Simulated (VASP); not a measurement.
Write the native input for VASP 6.6.1 that does the following.

```yaml
Task: single point
Functional: PBEsol
Potentials_or_basis: VASP PAW PBE potentials, release 64 (Cd, F)
Cutoff: 520 eV
k_mesh: 8 × 8 × 8
Occupations: gaussian, width 0.02 eV
Spin: no spin polarisation
Dipole_correction: no
Further_INCAR_settings: ALGO = Normal; EDIFF = 1e-06; NBANDS = 20
```

The structure of CdF2 lies in POSCAR:

```
CdF2
1.0
    0.0000000000      2.6146347600      2.6146347600
    2.6146347600      0.0000000000      2.6146347600
    2.6146347600      2.6146347600      0.0000000000
Cd F
1 2
Direct
    0.0000000000      0.0000000000      0.0000000000
    0.2500000000      0.2500000000      0.2500000000
    0.7500000000      0.7500000000      0.7500000000
```

This cell differs from its parent crystal: strained.

These files were run (other wordings do the same):

INCAR

```
SYSTEM = CdF2
PREC     = Accurate       ! precision mode
ENCUT    = 520            ! plane-wave cutoff, eV
EDIFF    = 1E-6           ! SCF threshold, eV
ISMEAR   = 0              ! smearing method
SIGMA    = 0.02           ! smearing width, eV
LREAL    = .FALSE.        ! projectors in reciprocal space
LASPH    = .TRUE.         ! aspherical terms in the spheres
NELM     = 100            ! most SCF steps
ALGO     = Normal         ! electronic algorithm
ISIF     = 2              ! what is computed and relaxed
LWAVE    = .FALSE.        ! write WAVECAR
LCHARG   = .FALSE.        ! write CHGCAR
GGA      = PS             ! functional
NBANDS   = 20             ! bands
```

KPOINTS

```
Automatic mesh
0
G
  8 8 8
  0 0 0
```

Potentials or basis: VASP PAW PBE potentials, release 64 (Cd, F).

The run is started by

```console
$ cat potpaw_PBE.64/Cd/POTCAR potpaw_PBE.64/F/POTCAR > POTCAR
$ mpirun -np 1 vasp_std > vasp.out
```

Results of the run:

* Pressure: 13.0 GPa
* Band gap on the k mesh: 3.21 eV, indirect (least direct gap 3.57 eV)

Caveat: the cell differs from its parent crystal (strained); the PAW data sets were made with another functional, which shifts forces and pressure a little.

Wall time 31 s on 1 thread of Intel(R) Xeon(R) Platinum 8175M CPU @ 2.50GHz (Skylake/Cascade Lake) (shared host), peak memory 0.16 GiB.
